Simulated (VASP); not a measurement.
Runs of VASP 6.6.1 on AgBr (rocksalt type). The structure is that of space group Fm-3m (No. 225), or close to it. The cells are those of the table. 

```tsv
task	cell	cutoff (eV)	gap on the mesh (eV)	pressure (GPa)
electric field gradients	a = 4.198 Å, angles 60.0°, 2 atoms	400	0.73	(b)
relaxation of cell and atoms	relaxed from a = 3.710 Å, angles 60.0°, 2 atoms	500	0.70	0.0
single point	a = 4.060 Å, angles 60.0°, 2 atoms	500	0.69	2.2
single point	a = 4.130 Å, angles 60.0°, 2 atoms	500	0.71	0.0
single point	a = 4.164 Å, angles 60.0°, 2 atoms	500	0.72	-0.9
electric field gradients	a = 4.164 Å, angles 60.0°, 2 atoms	400	0.72	(a)
electric field gradients	a = 4.130 Å, angles 60.0°, 2 atoms	400	0.71	-0.2
electric field gradients	a = 4.060 Å, angles 60.0°, 2 atoms	400	0.69	2.0
single point	a = 4.095 Å, angles 60.0°, 2 atoms	500	0.70	1.0
single point	a = 4.198 Å, angles 60.0°, 2 atoms	500	0.73	-1.7
electric field gradients	a = 4.095 Å, angles 60.0°, 2 atoms	400	0.70	0.8
```

Alike in all rows: level PBE; potentials or basis VASP PAW PBE potentials, release 64 (Ag, Br); no spin polarisation; k mesh 13 × 13 × 13; smearing fermi-dirac 0.03 eV.

Q: Estimate the missing entries.

A: (a) -1.1; (b) -1.9.

A k mesh can miss the band edges, and the runs leave out spin-orbit coupling on Ag, Br.
